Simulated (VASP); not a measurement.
Input of a VASP 6.6.1 run:

File INCAR:

```
PREC = Accurate ; ENCUT = 520
EDIFF = 1E-6 ; ISMEAR = -1
SIGMA = 0.05 ; LREAL = False
LASPH = True ; NELM = 60
ALGO = Normal ; ISIF = 2
LWAVE = False ; LCHARG = False
GGA = CA ; NBANDS = 36
```

Contents of KPOINTS:

```
Automatic mesh
0
Gamma
  6 6 6
```

The input POSCAR:

```
GaGe3
1.0
    4.2497505979      0.0000000000      0.0000000000
    0.0000000000      4.2497505979      0.0000000000
    0.0000000000      0.0000000000      4.2497505979
Ge Ga
3 1
Direct
    0.5000000000      0.5000000000      0.0000000000
    0.5000000000      0.0000000000      0.5000000000
    0.0000000000      0.5000000000      0.5000000000
    0.0000000000      0.0000000000      0.0000000000
```

Potentials or basis: VASP PAW LDA potentials, release 64 (Ge_d, Ga_d).

The run is started by

```console
$ cat potpaw_LDA.64/Ge_d/POTCAR potpaw_LDA.64/Ga_d/POTCAR > POTCAR
$ mpirun -np 1 vasp_std > vasp.out
```

Question: What does it give for the pressure?

Answer: -3.8 GPa.
